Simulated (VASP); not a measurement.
Here is a VASP 6.6.1 calculation.

INCAR

```
SYSTEM = Mg2Ge
ALGO = Normal
EDIFF = 1E-8
ENCUT = 600
GGA = PE
GGA_COMPAT = .FALSE.
IBRION = 6
ISIF = 3
ISMEAR = 0
LASPH = .TRUE.
LCHARG = .FALSE.
LREAL = .FALSE.
LWAVE = .FALSE.
NBANDS = 16
NELM = 120
NFREE = 2
NSW = 1
POTIM = 0.015
PREC = Accurate
SIGMA = 0.01
```

The input KPOINTS:

```
k-points
0
G
  10 10 10
  0 0 0
```

Contents of POSCAR:

```
Mg2Ge
1.0
    0.0000000000      3.2109592251      3.2109592251
    3.2109592251      0.0000000000      3.2109592251
    3.2109592251      3.2109592251      0.0000000000
Mg Ge
2 1
Direct
    0.2500000000      0.2500000000      0.2500000000
    0.7500000000      0.7500000000      0.7500000000
    0.0000000000      0.0000000000      0.0000000000
```

Potentials or basis: VASP PAW PBE potentials, release 64 (Mg, Ge_d).

Command:

```bash
$ cat potpaw_PBE.64/Mg/POTCAR potpaw_PBE.64/Ge_d/POTCAR > POTCAR
$ mpirun -np 1 vasp_std > vasp.out
```

**Question.** Estimate the elastic constants C11, C12, C44.

**Answer.** 108, 21, 42 GPa.

**Question.** Predict the Voigt bulk modulus.

**Answer.** 50 GPa.

**Question.** Estimate the highest phonon frequency at Γ, LO-TO splitting left out.

**Answer.** 248 cm⁻¹.

Phonon frequencies in cm⁻¹ (negative: imaginary):
```csv
q point,frequencies
"(0.000, 0.000, 0.000)",-1 -1 -1 208 208 208 248 248 248
```
